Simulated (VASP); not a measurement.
# Al3Ge2Ru (P4/mmm) in VASP: a series of runs, part 3 of 3

VASP 6.6.1.

## 6. Single point, PBE, collinear spin, ferromagnetic start

Contents of INCAR:

```
PREC = Accurate
ENCUT = 520
EDIFF = 1E-6
ISMEAR = 0
SIGMA = 0.1
LREAL = False
LASPH = True
NELM = 150
ALGO = Normal
ISIF = 2
LWAVE = False
LCHARG = False
ISPIN = 2
MAGMOM = 0 0 0 0 0 1
LORBIT = 11
LMAXMIX = 4
GGA = PE
NBANDS = 38
```

Contents of KPOINTS:

```
regular mesh
0
Gamma
  6 6 2
```

Contents of POSCAR:

```
Al3Ge2Ru
1.0
    3.2264993410      0.0000000000      0.0000000000
    0.0000000000      3.2264993410      0.0000000000
    0.0000000000      0.0000000000      9.1142906229
Al Ge Ru
3 2 1
Direct
    0.5000000000      0.5000000000      0.1461660532
    0.5000000000      0.5000000000      0.5000000000
    0.5000000000      0.5000000000      0.8538339468
    0.0000000000      0.0000000000      0.3200801965
    0.0000000000      0.0000000000      0.6799198035
    0.0000000000      0.0000000000      0.0000000000
```

Potentials or basis: VASP PAW PBE potentials, release 64 (Al, Ge_d, Ru_pv).

Run with:

```
$ cat potpaw_PBE.64/Al/POTCAR potpaw_PBE.64/Ge_d/POTCAR potpaw_PBE.64/Ru_pv/POTCAR > POTCAR
$ mpirun -np 1 vasp_std > vasp.out
```

OUTCAR:

```text
PREC = Accurate
   ENCUT = 520
   EDIFF = 1E-6
   ISMEAR = 0
   LREAL = False
   LASPH = True
   NELM = 150
   ISIF = 2
   ISPIN = 2
   LORBIT = 11
   GGA = PE

 ion  position               nearest neighbor table
   1  0.500  0.500  0.146-   6 2.64   6 2.64   6 2.64   6 2.64   3 2.66   4 2.78   4 2.78   4 2.78
                             4 2.78   2 3.22
   2  0.500  0.500  0.500-   4 2.81   5 2.81   4 2.81   5 2.81   4 2.81   5 2.81   4 2.81   5 2.81
                             1 3.22   3 3.22
   3  0.500  0.500  0.854-   6 2.64   6 2.64   6 2.64   6 2.64   1 2.66   5 2.78   5 2.78   5 2.78
                             5 2.78   2 3.22
   4  0.000  0.000  0.320-   1 2.78   1 2.78   1 2.78   1 2.78   2 2.81   2 2.81   2 2.81   2 2.81
                             6 2.92
   5  0.000  0.000  0.680-   3 2.78   3 2.78   3 2.78   3 2.78   2 2.81   2 2.81   2 2.81   2 2.81
                             6 2.92
   6  0.000  0.000  0.000-   1 2.64   3 2.64   1 2.64   3 2.64   1 2.64   3 2.64   1 2.64   3 2.64
                             4 2.92   5 2.92

  LATTYP: Found a simple tetragonal cell.
 ALAT       =     3.2264993410
 C/A-ratio  =     2.8248233332

  Lattice vectors:

 A1 = (   3.2264993410,   0.0000000000,   0.0000000000)
 A2 = (   0.0000000000,   3.2264993410,   0.0000000000)
 A3 = (   0.0000000000,   0.0000000000,   9.1142906229)

Analysis of symmetry for initial positions (statically):
=====================================================================
 Subroutine PRICEL returns:
 Original cell was already a primitive cell.

 Routine SETGRP: Setting up the symmetry group for a
 simple tetragonal supercell.

 Subroutine GETGRP returns: Found 16 space group operations
 (whereof 16 operations were pure point group operations)
 out of a pool of 16 trial point group operations.

The static configuration has the point symmetry D_4h.

Analysis of symmetry for dynamics (positions and initial velocities):
=====================================================================
 Subroutine PRICEL returns:
[... 187 lines left out ...]
      2     -33.7123      1.00000
      3     -33.6371      1.00000
      4     -15.7355      1.00000
      5     -15.7343      1.00000
      6     -15.7108      1.00000
[... 789 lines left out ...]
     36      15.6745      0.00000
     37      15.6745      0.00000
 Fermi energy:         8.8759516641

 spin component 2

 k-point     1 :       0.0000    0.0000    0.0000
  band No.  band energies     occupation
      1     -33.7088      1.00000
      2     -33.7088      1.00000
      3     -33.6338      1.00000
      4     -15.7355      1.00000
      5     -15.7342      1.00000
      6     -15.7108      1.00000
[... 789 lines left out ...]
     36      15.6747      0.00000
     37      15.6747      0.00000
 [bands above 37 left out]

------------------------ aborting loop because EDIFF is reached ----------------------------------------

  FORCE on cell =-STRESS in cart. coord.  units (eV):
  Direction    XX          YY          ZZ          XY          YZ          ZX
  --------------------------------------------------------------------------------------
  -------------------------------------------------------------------------------------
  Total        0.0987331      0.0987331      0.0531285      0.0000000      0.0000000      0.0000000
  in kB        1.6671985      1.6671985      0.8971239      0.0000000      0.0000000      0.0000000
  external PRESSURE =       1.4105070 kB  Pullay stress =       0.0000000 kB

 VOLUME and BASIS-vectors are now :
 -----------------------------------------------------------------------------
  energy-cutoff  :      520.00
  volume of cell :       94.88
      direct lattice vectors                 reciprocal lattice vectors
     3.226499341  0.000000000  0.000000000     0.309933428  0.000000000  0.000000000
     0.000000000  3.226499341  0.000000000     0.000000000  0.309933428  0.000000000
     0.000000000  0.000000000  9.114290623     0.000000000  0.000000000  0.109717809

 POSITION                                       TOTAL-FORCE (eV/Angst)
 -----------------------------------------------------------------------------------
      1.61325      1.61325      1.33220        -0.000000      0.000000      0.028983
      1.61325      1.61325      4.55715         0.000000     -0.000000     -0.000000
      1.61325      1.61325      7.78209         0.000000      0.000000     -0.028983
      0.00000      0.00000      2.91730        -0.000000      0.000000     -0.015822
      0.00000      0.00000      6.19699         0.000000     -0.000000      0.015822
      0.00000      0.00000      0.00000         0.000000     -0.000000     -0.000000
 -----------------------------------------------------------------------------------
    total drift:                               -0.000000      0.000000      0.000000

  FREE ENERGIE OF THE ION-ELECTRON SYSTEM (eV)
  ---------------------------------------------------
  free  energy   TOTEN  =       -30.0660492470 eV

  energy  without entropy=      -30.0516220838  energy(sigma->0) =      -30.05883567

 total charge

# of ion       s       p       d       tot
------------------------------------------
    1        0.402   0.363   0.000   0.765
    2        0.443   0.281   0.000   0.724
    3        0.402   0.363   0.000   0.765
    4        1.215   1.068  10.045  12.328
    5        1.215   1.068  10.045  12.328
    6        0.308   6.218   6.176  12.702
--------------------------------------------------
tot          3.985   9.360  26.266  39.611

 magnetization (x)

# of ion       s       p       d       tot
------------------------------------------
    1       -0.000  -0.000   0.000  -0.000
    2        0.000   0.000   0.000   0.000
    3       -0.000  -0.000   0.000  -0.000
    4        0.000  -0.000   0.000   0.000
    5        0.000  -0.000   0.000   0.000
    6        0.000   0.000   0.004   0.004
--------------------------------------------------
tot          0.000  -0.000   0.004   0.004
```

OSZICAR:

```text
N       E                     dE             d eps       ncg     rms          rms(c)
DAV:   1     0.486842822160E+03    0.48684E+03   -0.23819E+04  4014   0.276E+03
DAV:   2     0.405725701310E+02   -0.44627E+03   -0.42265E+03  3048   0.766E+02
DAV:   3    -0.275223363470E+02   -0.68095E+02   -0.66067E+02  3404   0.159E+02
DAV:   4    -0.305946794104E+02   -0.30723E+01   -0.30565E+01  3682   0.368E+01
DAV:   5    -0.306869941618E+02   -0.92315E-01   -0.92284E-01  3894   0.675E+00    0.113E+01
DAV:   6    -0.304374606477E+02    0.24953E+00   -0.33332E+00  3450   0.920E+00    0.497E+00
DAV:   7    -0.303724984365E+02    0.64962E-01   -0.37709E+00  3630   0.864E+00    0.514E+00
DAV:   8    -0.300773002149E+02    0.29520E+00   -0.48989E-01  3422   0.397E+00    0.165E+00
DAV:   9    -0.300682911938E+02    0.90090E-02   -0.42279E-02  3560   0.932E-01    0.673E-01
DAV:  10    -0.300665348750E+02    0.17563E-02   -0.52262E-03  3764   0.424E-01    0.275E-01
DAV:  11    -0.300661642872E+02    0.37059E-03   -0.24819E-03  3516   0.255E-01    0.127E-01
DAV:  12    -0.300660505329E+02    0.11375E-03   -0.44921E-04  3574   0.139E-01    0.491E-02
DAV:  13    -0.300660497577E+02    0.77515E-06   -0.30648E-05  3934   0.286E-02    0.219E-02
DAV:  14    -0.300660492470E+02    0.51071E-06   -0.49747E-06  3232   0.157E-02
   1 F= -.30066049E+02 E0= -.30058836E+02  d E =-.144272E-01  mag=     0.0041
```

It took 1.7 min on 1 thread of Intel Xeon 6975P-C, shared host; peak memory 0.28 GiB.

What came out:

| Quantity | Value |
| --- | --- |
| Free energy | -30.0660 eV |
| Pressure | 0.1 GPa |
| Largest force | 0.029 eV/Å |
| Net moment | 0.00 μB per cell |
| Valence electrons inside the program's atomic spheres | Al 0.77, 0.72; Ge 12.33; Ru 12.70 |

Forces in eV/Å, atoms in the order of the input:
```
Al   0.000  0.000  0.029
Al   0.000  0.000  0.000
Al   0.000  0.000 -0.029
Ge   0.000  0.000 -0.016
Ge   0.000  0.000  0.016
Ru   0.000  0.000  0.000
```

Stress tensor (GPa, compression positive):
```
0.17 0.00 0.00
0.00 0.17 0.00
0.00 0.00 0.09
```

## 7. Summary

| task | spin | cell | k mesh | cutoff (eV) | gap on the mesh (eV) | pressure (GPa) | largest force (eV/Å) |
| --- | --- | --- | --- | --- | --- | --- | --- |
| single point | off | a = 3.226, b = 3.226, c = 9.114 Å, 6 atoms | 6 × 6 × 2 | 520 | none | 0.1 | 0.03 |
| single point | off | a = 3.350, b = 3.350, c = 10.608 Å, 6 atoms | 6 × 6 × 2 | 520 | none | -14.0 | 1.91 |
| single point | off | a = 3.123, b = 3.123, c = 9.937 Å, 6 atoms | 12 × 12 × 4 | 520 | none | 0.0 | - |
| relaxation of cell and atoms | off | relaxed from a = 3.350, b = 3.350, c = 10.608 Å, 6 atoms | 6 × 6 × 2 | 600 | none | -0.1 | 0.03 |
| single point | collinear, ferromagnetic start | a = 3.226, b = 3.226, c = 9.114 Å, 6 atoms | 6 × 6 × 2 | 520 | none | 0.1 | 0.03 |

Alike in all rows: level PBE; potentials or basis VASP PAW PBE potentials, release 64 (Al, Ge_d, Ru_pv); smearing gaussian 0.1 eV.

Caveats: forces of over 1 eV/Å act on the atoms, so gaps and moduli don't describe the material at rest (some runs).

Total energies depend on the potentials used, so only differences within one code and one set of settings carry meaning.
